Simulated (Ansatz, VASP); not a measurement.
**One calculation of Nb, two programs**

```
CELL_PARAMETERS angstrom
-1.66395 1.66395 1.66395
1.66395 -1.66395 1.66395
1.66395 1.66395 -1.66395
ATOMIC_POSITIONS crystal
Nb 0.00000 0.00000 0.00000
```

Alike in both runs: task single point; functional PBE; k mesh 11 × 11 × 11; occupations gaussian, width 0.017 eV; no spin polarisation.

```csv
,VASP,Ansatz
version,VASP 6.6.1,Ansatz 0.2.0
potentials or method,"VASP PAW PBE potentials, release 64 (Nb_sv), cutoff 500 eV","all-electron LAPW, scalar-relativistic"
```

Ansatz gave:

| Quantity | Value |
| --- | --- |
| gap on the k mesh at the Fermi level (eV) | none |
| pressure (GPa) | -1.7 |

Question: What did VASP give for the same quantities?

Answer: gap on the k mesh at the Fermi level (eV): none; pressure (GPa): -2.1.

A gap of «none» marks a metal or a gap that the smearing closes. Ansatz ran all-electron here, and VASP with PAW potentials.
